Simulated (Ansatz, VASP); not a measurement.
One calculation of SiO2, two programs

Contents of INCAR:

```
SYSTEM = SiO2
  ALGO = Normal
  EDIFF = 1E-6
  ENCUT = 520
  GGA = PS
  ISIF = 2
  ISMEAR = 0
  LASPH = .TRUE.
  LCHARG = .FALSE.
  LREAL = Auto
  LWAVE = .FALSE.
  NBANDS = 63
  NELM = 100
  PREC = Accurate
  SIGMA = 0.05
```

The input KPOINTS:

```
k-points
0
G
  4 4 4
  0 0 0
```

Contents of POSCAR:

```
SiO2
1.0
    3.4829927314     -8.1284566593      0.0000000000
    3.4829927314      8.1284566593      0.0000000000
    0.0000000000      0.0000000000      5.2514179063
Si O
6 12
Direct
    0.0102808395      0.4026121463      0.2500000000
    0.4026121463      0.0102808395      0.7500000000
    0.5973878537      0.9897191605      0.2500000000
    0.9897191605      0.5973878537      0.7500000000
    0.4430221731      0.5569778269      0.2500000000
    0.5569778269      0.4430221731      0.7500000000
    0.0000000000      0.5000000000      0.5000000000
    0.5000000000      0.0000000000      0.5000000000
    0.5000000000      0.0000000000      0.0000000000
    0.0000000000      0.5000000000      0.0000000000
    0.2099831976      0.4362740928      0.2500000000
    0.4362740928      0.2099831976      0.7500000000
    0.5637259072      0.7900168024      0.2500000000
    0.7900168024      0.5637259072      0.7500000000
    0.8307346196      0.1692653804      0.2500000000
    0.1692653804      0.8307346196      0.7500000000
    0.5000000000      0.5000000000      0.0000000000
    0.5000000000      0.5000000000      0.5000000000
```

Input for Ansatz:

```yaml
crystal:
  lattice:
    - [3.4829927314, -8.1284566593, 0.0]
    - [3.4829927314, 8.1284566593, 0.0]
    - [0.0, 0.0, 5.2514179063]
  atoms:
    - { symbol: Si, position: [0.0102808395, 0.4026121463, 0.25] }
    - { symbol: Si, position: [0.4026121463, 0.0102808395, 0.75] }
    - { symbol: Si, position: [0.5973878537, 0.9897191605, 0.25] }
    - { symbol: Si, position: [0.9897191605, 0.5973878537, 0.75] }
    - { symbol: Si, position: [0.4430221731, 0.5569778269, 0.25] }
    - { symbol: Si, position: [0.5569778269, 0.4430221731, 0.75] }
    - { symbol: O, position: [0.0, 0.5, 0.5] }
    - { symbol: O, position: [0.5, 0.0, 0.5] }
    - { symbol: O, position: [0.5, 0.0, 0.0] }
    - { symbol: O, position: [0.0, 0.5, 0.0] }
    - { symbol: O, position: [0.2099831976, 0.4362740928, 0.25] }
    - { symbol: O, position: [0.4362740928, 0.2099831976, 0.75] }
    - { symbol: O, position: [0.5637259072, 0.7900168024, 0.25] }
    - { symbol: O, position: [0.7900168024, 0.5637259072, 0.75] }
    - { symbol: O, position: [0.8307346196, 0.1692653804, 0.25] }
    - { symbol: O, position: [0.1692653804, 0.8307346196, 0.75] }
    - { symbol: O, position: [0.5, 0.5, 0.0] }
    - { symbol: O, position: [0.5, 0.5, 0.5] }
basis:
  ecutwfc: 420
kpoints:
  mp_grid: { grid: [4, 4, 4] }
hamiltonian:
  xc: pbesol
scf:
  occupations: { method: gaussian, width: 0.05 }
output:
  forces: true
  stress: true
  eigenvalues: true
```

Change from the starting cell: strain -0.0750 x Voigt [1, 0, 0, 0, 0, 0], atoms carried along.

Alike in both runs: task single point; functional PBEsol; k mesh 4 × 4 × 4; occupations gaussian, width 0.05 eV; no spin polarisation.

```csv
,VASP,Ansatz
version,VASP 6.6.1,Ansatz 0.2.0
potentials or method,"VASP PAW PBE potentials, release 64 (Si, O), cutoff 520 eV","scalar-relativistic, plane waves, PAW"
valence electrons in the cell,96,96
```

VASP gave:

```
gap on the k mesh at the Fermi level (eV)                     : 5.51
least direct gap on the mesh (eV)                             : 5.51
pressure (GPa)                                                : 14.1
traceless stress, the component that is largest in VASP (GPa) : 16.48
rms of the force components (eV/Å)                            : 1.558
```

**Question.** Which values does Ansatz return?

**Answer.** gap on the k mesh at the Fermi level (eV): 5.52; least direct gap on the mesh (eV): 5.52; pressure (GPa): 13.6; traceless stress, the component that is largest in VASP (GPa): 16.35; rms of the force components (eV/Å): 1.550.

VASP's potentials were made for PBE, not for PBEsol. Atom by atom the forces differ by 0.016 eV/Å (rms over components).
